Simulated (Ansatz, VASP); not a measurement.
**One calculation of Ag, two programs**

```
CELL_PARAMETERS angstrom
4.55594 0.00000 0.00000
-2.27797 3.94556 0.00000
0.00000 0.00000 2.72852
ATOMIC_POSITIONS crystal
Ag 0.00000 0.00000 0.00000
Ag 0.33333 0.66667 0.50000
Ag 0.66667 0.33333 0.50000
```

Alike in both runs: functional LDA; k mesh 8 × 8 × 11; occupations fermi-dirac, width 0.1 eV; no spin polarisation.

Ansatz relaxed the structure, and its values are those at the end. VASP's run is a single point on that final structure, the one shown.

|  | VASP | Ansatz |
| --- | --- | --- |
| version | VASP 6.6.1 | Ansatz 0.2.0 |
| potentials or method | VASP PAW LDA potentials, release 64 (Ag), cutoff 520 eV | plane waves (420 eV) with PAW, scalar-relativistic |
| valence electrons in the cell | 33 | 57 |

```csv
,VASP,Ansatz,Ansatz less VASP
pressure (GPa),0.1,0.0,-0.13
```

Ansatz warns that its potentials were made for another functional, while VASP's fit it. LDA's correlation is that of Perdew and Zunger in VASP and of Perdew and Wang (1992) in Ansatz. VASP's potentials hold 33 valence electrons a cell and Ansatz's 57, so a difference there can come from the potentials and not from the codes.
